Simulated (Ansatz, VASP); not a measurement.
## One calculation of MgB2, two programs

INCAR

```
PREC     = Accurate       # precision mode
ENCUT    = 520            # plane-wave cutoff, eV
EDIFF    = 1E-7           # SCF threshold, eV
ISMEAR   = -1             # smearing method
SIGMA    = 0.05           # smearing width, eV
LREAL    = False          # projectors in reciprocal space
LASPH    = True           # aspherical terms in the spheres
NELM     = 80             # most SCF steps
ALGO     = Normal         # electronic algorithm
ISIF     = 2              # what is computed and relaxed
LWAVE    = False          # write WAVECAR
LCHARG   = False          # write CHGCAR
GGA      = CA             # functional
NBANDS   = 11             # bands
```

File KPOINTS:

```
regular mesh
0
Gamma
  15 15 12
```

POSCAR

```
MgB2
1.0
    3.0850007055      0.0000000000      0.0000000000
   -1.5425003528      2.6716889817      0.0000000000
    0.0000000000      0.0000000000      3.5582300000
Mg B
1 2
Direct
    0.0000000000      0.0000000000      0.0000000000
    0.3333333333      0.6666666667      0.5000000000
    0.6666666667      0.3333333333      0.5000000000
```

Input for Ansatz:

```yaml
crystal:
  lattice:
    - [3.0850007055, 0.0, 0.0]
    - [-1.5425003528, 2.6716889817, 0.0]
    - [0.0, 0.0, 3.55823]
  atoms:
    - { symbol: Mg, position: [0.0, 0.0, 0.0] }
    - { symbol: B, position: [0.3333333333, 0.6666666667, 0.5] }
    - { symbol: B, position: [0.6666666667, 0.3333333333, 0.5] }
kpoints:
  mp_grid: { grid: [15, 15, 12] }
  band_path:
    path:
      - [0.0, 0.0, 0.0]
      - [0.5, 0.0, 0.0]
      - [0.3333333333, 0.3333333333, 0.0]
      - [0.0, 0.0, 0.0]
      - [0.0, 0.0, 0.5]
      - [0.5, 0.0, 0.5]
      - [0.3333333333, 0.3333333333, 0.5]
      - [0.0, 0.0, 0.5]
      - [0.5, 0.0, 0.5]
    npoints: 5
scf:
  occupations: { method: fermi_dirac, width: 0.05 }
hamiltonian:
  xc: lda
  pseudopotentials: { kind: all_electron, lapw: { basis_error: 0.0005 } }
output:
  forces: true
  stress: true
  eigenvalues: true
```

Change from the starting cell: zz strain of +1 %.

Alike in both runs: task single point; functional LDA; k mesh 15 × 15 × 12; occupations fermi-dirac, width 0.05 eV; no spin polarisation.

|  | VASP | Ansatz |
| --- | --- | --- |
| version | VASP 6.6.1 | Ansatz 0.2.0 |
| potentials or method | VASP PAW LDA potentials, release 64 (Mg, B), cutoff 520 eV | all-electron LAPW, scalar-relativistic |

|  | VASP | Ansatz | Ansatz less VASP |
| --- | --- | --- | --- |
| pressure (GPa) | -9.1 | -8.6 | +0.58 |
| traceless stress, the component that is largest in VASP (GPa) | 0.25 | 0.38 | +0.122 |

LDA's correlation is that of Perdew and Zunger in VASP and of Perdew and Wang (1992) in Ansatz. Ansatz ran all-electron here, and VASP with PAW potentials.
